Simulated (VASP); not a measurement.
# WSeS (l.A) in VASP: a series of runs

The runs below take WSeS (l.A) through single point, with LDA.

All numbers are computed with VASP 6.6.1; they aren't measurements. Logs are shortened: lines on timing, memory, paths and dates and some standing lists are left out, and cuts for length are marked.

**1. The cell of the first run**

The cell holds a sheet with vacuum, 3 atoms: a = 3.240 Å, b = 3.240 Å, c = 17.200 Å, α = 90.00°, β = 90.00°, γ = 120.00°.

**2. Single point, LDA**

File INCAR:

```
  ALGO = Normal
  DIPOL = 0.5 0.5 0.499
  EDIFF = 1E-6
  ENCUT = 400
  GGA_COMPAT = False
  IDIPOL = 3
  ISIF = 2
  ISMEAR = 0
  LASPH = True
  LCHARG = False
  LDIPOL = True
  LREAL = False
  LWAVE = False
  NBANDS = 20
  NELM = 120
  NELMDL = -8
  PREC = Accurate
  SIGMA = 0.03
```

File KPOINTS:

```
k-points
0
Gamma
  12 12 1
```

File POSCAR:

```
WSeS
1.0
    3.2400000000      0.0000000000      0.0000000000
   -1.6200000000      2.8059223083      0.0000000000
    0.0000000000      0.0000000000     17.2000000000
S W Se
1 1 1
Direct
    0.6666670000      0.3333330000      0.4069767442
    0.3333330000      0.6666670000      0.4959302326
    0.6666670000      0.3333330000      0.5930232558
```

Potentials or basis: VASP PAW LDA potentials, release 64 (S, W_sv, Se).

The run is started by

```
$ cat potpaw_LDA.64/S/POTCAR potpaw_LDA.64/W_sv/POTCAR potpaw_LDA.64/Se/POTCAR > POTCAR
$ mpirun -np 1 vasp_std > vasp.out
```

OUTCAR:

```text
EDIFF = 1E-6
   ENCUT = 400
   ISIF = 2
   ISMEAR = 0
   LASPH = True
   LREAL = False
   NELM = 120
   NELMDL = -8
   PREC = Accurate

 ion  position               nearest neighbor table
   1  0.667  0.333  0.407-   2 2.42   2 2.42   2 2.42
   2  0.333  0.667  0.496-   1 2.42   1 2.42   1 2.42   3 2.51   3 2.51   3 2.51
   3  0.667  0.333  0.593-   2 2.51   2 2.51   2 2.51

  LATTYP: Found a hexagonal cell.
 ALAT       =     3.2400000000
 C/A-ratio  =     5.3086419753

  Lattice vectors:

 A1 = (   3.2400000000,   0.0000000000,   0.0000000000)
 A2 = (  -1.6200000000,   2.8059223083,   0.0000000000)
 A3 = (   0.0000000000,   0.0000000000,  17.2000000000)

Analysis of symmetry for initial positions (statically):
=====================================================================
 Subroutine PRICEL returns:
 Original cell was already a primitive cell.

 Routine SETGRP: Setting up the symmetry group for a
 hexagonal supercell.

 Subroutine GETGRP returns: Found  6 space group operations
 (whereof  6 operations were pure point group operations)
 out of a pool of 24 trial point group operations.

The static configuration has the point symmetry C_3v.

Analysis of symmetry for dynamics (positions and initial velocities):
=====================================================================
 Subroutine PRICEL returns:
 Original cell was already a primitive cell.

 Routine SETGRP: Setting up the symmetry group for a
 hexagonal supercell.

 Subroutine GETGRP returns: Found  6 space group operations
 (whereof  6 operations were pure point group operations)
 out of a pool of 24 trial point group operations.

The dynamic configuration has the point symmetry C_3v.

 Subroutine INISYM returns: Found  6 space group operations
 (whereof  6 operations are pure point group operations),
 and found     1 'primitive' translations

----------------------------------------------------------------------------------------

                                     Primitive cell

  volume of cell :     156.3684

  direct lattice vectors                    reciprocal lattice vectors
     3.240000000  0.000000000  0.000000000     0.308641975  0.178194528  0.000000000
    -1.620000000  2.805922308  0.000000000     0.000000000  0.356389055  0.000000000
     0.000000000  0.000000000 17.200000000     0.000000000  0.000000000  0.058139535

  length of vectors
     3.240000000  3.240000000 17.200000000     0.356389055  0.356389055  0.058139535

  position of ions in fractional coordinates (direct lattice)
     0.666667000  0.333333000  0.406976744
     0.333333000  0.666667000  0.495930233
     0.666667000  0.333333000  0.593023256

  ion indices of the primitive-cell ions
   primitive index   ion index
                 1           1
                 2           2
                 3           3

----------------------------------------------------------------------------------------

 KPOINTS: k-points

Automatic generation of k-mesh.
 Grid dimensions read from file:
 generate k-points for:   12   12    1

 Generating k-lattice:

  Cartesian coordinates                     Fractional coordinates (reciprocal lattice)
     0.025720165  0.014849544  0.000000000     0.083333333  0.000000000  0.000000000
     0.000000000  0.029699088  0.000000000     0.000000000  0.083333333  0.000000000
     0.000000000  0.000000000  0.058139535     0.000000000  0.000000000  1.000000000

  Length of vectors
     0.029699088  0.029699088  0.058139535

  Shift w.r.t. Gamma in fractional coordinates (k-lattice)
     0.000000000  0.000000000  0.000000000

 Subroutine IBZKPT returns following result:
 ===========================================

 Found     19 irreducible k-points:

 Following reciprocal coordinates:
            Coordinates               Weight
  0.000000  0.000000  0.000000      1.000000
  0.083333  0.000000  0.000000      6.000000
  0.166667  0.000000  0.000000      6.000000
  0.250000  0.000000  0.000000      6.000000
  0.333333  0.000000  0.000000      6.000000
  0.416667  0.000000  0.000000      6.000000
[... 11 lines left out ...]
  0.333333  0.250000  0.000000     12.000000
  0.333333  0.333333  0.000000      2.000000
   k-points           NKPTS =     19   k-points in BZ     NKDIM =     19   number of bands    NBANDS=     20
   number of dos      NEDOS =    301   number of ions     NIONS =      3
   total plane-waves  NPLWV =  64512
   dimension x,y,z NGX =    24 NGY =   24 NGZ =  112
   dimension x,y,z NGXF=    48 NGYF=   48 NGZF=  224
   ions per type =               1   1   1
   NGX,Y,Z   is equivalent  to a cutoff of  12.31, 12.31, 10.83 a.u.
   NGXF,Y,Z  is equivalent  to a cutoff of  24.63, 24.63, 21.65 a.u.
 SYSTEM =  unknown system
   PREC   = accura    normal or accurate (medium, high low for compatibility)
   ISTART =      0    job   : 0-new  1-cont  2-samecut
   ICHARG =      2    charge: 1-file 2-atom 10-const
   ISPIN  =      1    spin polarized calculation?
   LNONCOLLINEAR =      F non collinear calculations
   LSORBIT =      F    spin-orbit coupling
   LASPH  =      T    aspherical Exc in radial PAW
   ENCUT  =  400.0 eV  29.40 Ry    5.42 a.u.   5.28  5.28 28.05*2*pi/ulx,y,z
   NELM   =    120;   NELMIN=  2; NELMDL= -8     # of ELM steps
   EDIFF  = 0.1E-05   stopping-criterion for ELM
   LREAL  =      F    real-space projection
   EDIFFG = 0.1E-04   stopping-criterion for IOM
   NSW    =      0    number of steps for IOM
   IBRION =     -1    ionic relax: 0-MD 1-quasi-New 2-CG
   NFREE  =      0    steps in history (QN), initial steepest desc. (CG)
   ISIF   =      2    stress and relaxation
   ISYM   =      2    0-nonsym 1-usesym 2-fastsym
   POTIM  = 0.5000    time-step for ionic-motion
   TEBEG  =    0.0;   TEEND  =   0.0 temperature during run
   PSTRESS=    0.0 pullay stress
   NELECT =      26.0000    total number of electrons
   NUPDOWN=      -1.0000    fix difference up-down
   EMIN   =  10.00;   EMAX   =-10.00  energy-range for DOS
   EFERMI =   0.00;   METHOD = LEGACY
   ISMEAR =     0;   SIGMA  =   0.03  broadening in eV -4-tet -1-fermi 0-gaus
   EFERMI_NEDOS =   21; number of points for ismear=-14 and -15
   IALGO  =     38    algorithm
   IMIX   =      4    mixing-type and parameters
     AMIX     =   0.40;   BMIX     =  1.00
     AMIX_MAG =   1.60;   BMIX_MAG =  1.00
  volume/ion in A,a.u.               =      52.12       351.74
  Fermi-wavevector in a.u.,A,eV,Ry     =   0.900222  1.701173 11.026155  0.810399
  Thomas-Fermi vector in A             =   2.023153
   LORBIT       =      0    0 simple, 1 ext, 2 COOP (PROOUT), +10 PAW based schemes
   GGA     = CA    functional components
   LHFCALC =     F    Hartree Fock is set to
   AEXX    =    0.0000 exact exchange contribution
   IVDW    =     0    specifies the selected vdW correction
   LEPSILON=     F    determine dielectric tensor
   LRPA    =     F    only Hartree local field effects (RPA)
 non-spin polarized calculation
 Gauss-broadening in eV      SIGMA  =   0.03
  energy-cutoff  :      400.00
  volume of cell :      156.37
 maximum number of plane-waves:      2861
 NGX is ok and might be reduce to    24
   NGX = 11   NGY = 11   NGZ = 57

 dipolmoment           0.000000      0.000000      0.000004 electrons x Angstroem

 number of electron      26.0000006 magnetization

 dipolmoment           0.000000      0.000000     -0.032063 electrons x Angstroem

 Free energy of the ion-electron system (eV)
  ---------------------------------------------------
  ext. energy  EPLUGINS =         0.00000000
  ---------------------------------------------------
  free energy    TOTEN  =       -25.08291624 eV

  energy without entropy =      -25.08291624  energy(sigma->0) =      -25.08291624

 E-fermi :  -1.1030     XC(G=0):  -4.6462

 val. band max:       -1.3712753961   @ k =   0.3333   0.3333   0.0000
 cond. band min:       0.2980822780   @ k =   0.3333   0.3333   0.0000
 fundamental gap:      1.6693576741
 Fermi energy:        -1.1029860781

 k-point     1 :       0.0000    0.0000    0.0000
  band No.  band energies     occupation
      1     -74.8752      2.00000
      2     -39.3884      2.00000
      3     -39.2446      2.00000
      4     -39.2446      2.00000
      5     -16.1683      2.00000
      6     -14.5256      2.00000
[... 12 lines left out ...]
     19       4.0611      0.00000
     20       4.3449      0.00000

 k-point     2 :       0.0833    0.0000    0.0000
  band No.  band energies     occupation
      1     -74.8743      2.00000
      2     -39.3848      2.00000
      3     -39.2640      2.00000
      4     -39.2492      2.00000
      5     -16.0589      2.00000
      6     -14.4786      2.00000
[... 12 lines left out ...]
     19       4.3608      0.00000
     20       4.5503      0.00000

 k-point     3 :       0.1667    0.0000    0.0000
  band No.  band energies     occupation
      1     -74.8719      2.00000
      2     -39.3749      2.00000
      3     -39.3167      2.00000
      4     -39.2615      2.00000
      5     -15.7463      2.00000
      6     -14.3450      2.00000
[... 12 lines left out ...]
     19       4.8080      0.00000
     20       5.2844      0.00000

 k-point     4 :       0.2500    0.0000    0.0000
  band No.  band energies     occupation
      1     -74.8685      2.00000
      2     -39.3879      2.00000
      3     -39.3614      2.00000
      4     -39.2782      2.00000
      5     -15.2793      2.00000
      6     -14.1478      2.00000
[... 314 lines left out ...]
 k-point    18 :       0.3333    0.2500    0.0000
  band No.  band energies     occupation
      1     -74.8605      2.00000
      2     -39.4791      2.00000
      3     -39.3934      2.00000
      4     -39.3294      2.00000
      5     -13.9134      2.00000
      6     -13.5384      2.00000
[... 12 lines left out ...]
     19       6.1388      0.00000
     20       7.4551      0.00000

 k-point    19 :       0.3333    0.3333    0.0000
  band No.  band energies     occupation
      1     -74.8601      2.00000
      2     -39.4573      2.00000
      3     -39.4270      2.00000
      4     -39.3276      2.00000
      5     -13.8283      2.00000
      6     -13.4888      2.00000
[... 12 lines left out ...]
     19       5.4481      0.00000
     20       7.7133      0.00000

------------------------ aborting loop because EDIFF is reached ----------------------------------------

 vacuum level on the upper side and lower side of the slab       (xc-potential included)        -0.410         0.164

  FORCE on cell =-STRESS in cart. coord.  units (eV):
  Direction    XX          YY          ZZ          XY          YZ          ZX
  --------------------------------------------------------------------------------------
  -------------------------------------------------------------------------------------
  Total       -1.5641535     -1.5641535     -0.2247715      0.0000000      0.0000000      0.0000000
  in kB      -16.0265798    -16.0265798     -2.3030467      0.0000000      0.0000000      0.0000000
  external PRESSURE =     -11.4520688 kB  Pullay stress =       0.0000000 kB

 VOLUME and BASIS-vectors are now :
 -----------------------------------------------------------------------------
  energy-cutoff  :      400.00
  volume of cell :      156.37
      direct lattice vectors                 reciprocal lattice vectors
     3.240000000  0.000000000  0.000000000     0.308641975  0.178194528  0.000000000
    -1.620000000  2.805922308  0.000000000     0.000000000  0.356389055  0.000000000
     0.000000000  0.000000000 17.200000000     0.000000000  0.000000000  0.058139535

 POSITION                                       TOTAL-FORCE (eV/Angst)
 -----------------------------------------------------------------------------------
      1.62000      0.93531      7.00000        -0.000000     -0.000000      0.339102
     -0.00000      1.87062      8.53000         0.000000      0.000000     -0.530181
      1.62000      0.93531     10.20000        -0.000000     -0.000000      0.191079
 -----------------------------------------------------------------------------------
    total drift:                                0.000462     -0.000267     -0.000379

  FREE ENERGIE OF THE ION-ELECTRON SYSTEM (eV)
  ---------------------------------------------------
  free  energy   TOTEN  =       -25.0829162412 eV

  energy  without entropy=      -25.0829162412  energy(sigma->0) =      -25.08291624

 vacuum level on the upper side and lower side of the slab         4.030         4.663
```

Run time: 57 s. Hardware: 1 thread of Intel Xeon Platinum 8124M at 3.00GHz (Skylake/Cascade Lake), shared host; peak memory 0.22 GiB.

What came out:

```yaml
Free_energy: -25.0829 eV
Largest_force: 0.530 eV/Å
Band_gap_on_the_k_mesh: 1.67 eV, direct
```

Forces in eV/Å, atoms in the order of the input:
```
S    0.000  0.000  0.339
W    0.000  0.000 -0.530
Se   0.000  0.000  0.191
```

Caveat: spin-orbit coupling is left out, which moves the levels of the heavy elements.

**3. Single point, LDA**

This run uses another cell than the first one, of 88.47 Å³/atom, 1.697 times its volume.

File INCAR:

```
SYSTEM = WSeS
ALGO     = Normal         ! electronic algorithm
DIPOL    = 0.5 0.5 0.284
EDIFF    = 1E-6           ! SCF threshold, eV
ENCUT    = 400            ! plane-wave cutoff, eV
GGA_COMPAT= .False.      
IDIPOL   = 3            
ISIF     = 2              ! what is computed and relaxed
ISMEAR   = 0              ! smearing method
LASPH    = .True.         ! aspherical terms in the spheres
LCHARG   = .False.        ! write CHGCAR
LDIPOL   = .True.       
LREAL    = .False.        ! projectors in reciprocal space
LWAVE    = .False.        ! write WAVECAR
NBANDS   = 20             ! bands
NELM     = 120            ! most SCF steps
NELMDL   = -8           
PREC     = Accurate       ! precision mode
SIGMA    = 0.03           ! smearing width, eV
```

File KPOINTS:

```
k-points
0
Gamma
  12 12 1
  0 0 0
```

File POSCAR:

```
WSeS
1.0
    3.1856145837      0.0000000000      0.0000000000
   -1.5928072918      2.7588231561      0.0000000000
    0.0000000000      0.0000000000     30.1999999990
S W Se
1 1 1
Direct
    0.6666666667      0.3333333333      0.2315418470
    0.3333333333      0.6666666667      0.2821058797
    0.6666666667      0.3333333333      0.3383390283
```

Potentials or basis: VASP PAW LDA potentials, release 64 (S, W_sv, Se).

The run is started by

```
$ cat potpaw_LDA.64/S/POTCAR potpaw_LDA.64/W_sv/POTCAR potpaw_LDA.64/Se/POTCAR > POTCAR
$ mpirun -np 1 vasp_std > vasp.out
```

Run time: 2.4 min. Hardware: 1 thread of Intel Xeon Platinum 8124M at 3.00GHz (Skylake/Cascade Lake), shared host; peak memory 0.3 GiB.

Results (log left out):

```yaml
Free_energy: -25.1100 eV
Largest_force: 0.108 eV/Å
Band_gap_on_the_k_mesh: 1.84 eV, indirect (least direct gap 1.89 eV)
```

Forces on the atoms (eV/Å):
```
S    0.000  0.000 -0.048
W    0.000  0.000 -0.060
Se   0.000  0.000  0.108
```

Levels at points of the mesh, in eV from the valence-band top:
```tsv
k point	band 10	band 11	band 12	band 13	band 14	band 15	band 16	band 17
(0.00, 0.00, 0.00)	-2.31	-1.21	-1.21	-0.17	3.11	3.11	3.41	3.41
(0.50, 0.00, 0.00)	-3.25	-2.15	-0.90	-0.87	2.86	3.13	3.97	4.83
```

Caveat: spin-orbit coupling is left out, which moves the levels of the heavy elements.
